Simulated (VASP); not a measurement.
A run of VASP 6.6.1 is set up as follows.

The input POSCAR:

```
AlN
1.0
    0.0000000000      2.1848764830      2.1848764830
    2.1001032754      0.0000000000      2.1848764830
    2.1001032754      2.1848764830      0.0000000000
Al N
1 1
Direct
    0.0000000000      0.0000000000      0.0000000000
    0.7500000000      0.7500000000      0.7500000000
```

The input INCAR.step1:

```
SYSTEM = AlN
PREC = Accurate
ENCUT = 520
ISMEAR = 0
SIGMA = 0.01
LREAL = .FALSE.
LASPH = .TRUE.
NELM = 80
NBANDS = 11
GGA = PE
ALGO = Normal
EDIFF = 1E-4
LWAVE = .TRUE.
LCHARG = .FALSE.
```

The input INCAR.step2:

```
SYSTEM = AlN
PREC = Accurate
ENCUT = 520
EDIFF = 1E-6
ISMEAR = 0
SIGMA = 0.01
LREAL = .FALSE.
LASPH = .TRUE.
NELM = 80
ALGO = Normal
ISIF = 2
LWAVE = .FALSE.
LCHARG = .FALSE.
METAGGA = R2SCAN
LMIXTAU = .TRUE.
NBANDS = 11
ISTART = 1
```

The input KPOINTS:

```
regular mesh
0
G
  10 10 10
  0 0 0
```

Potentials or basis: VASP PAW PBE potentials, release 64 (Al, N).

The run is started by

```sh
$ cat potpaw_PBE.64/Al/POTCAR potpaw_PBE.64/N/POTCAR > POTCAR
$ cp INCAR.step1 INCAR
$ mpirun -np 1 vasp_std > vasp.out
$ cp INCAR.step2 INCAR
$ mpirun -np 1 vasp_std > vasp.out
```

Task: Predict the pressure.

Result: 8.5 GPa.

Task: Estimate the band gap on the k mesh.

Result: 3.74 eV, indirect (least direct gap 5.14 eV).

Stress tensor (GPa, compression positive):
```
11.73  0.00  0.00
 0.00  6.84  0.00
 0.00  0.00  6.84
```

Caveat: the cell differs from its parent crystal (uniaxial x strain -3.9%); the PAW data sets were made with another functional, which shifts forces and pressure a little. A k mesh can miss the band edges.
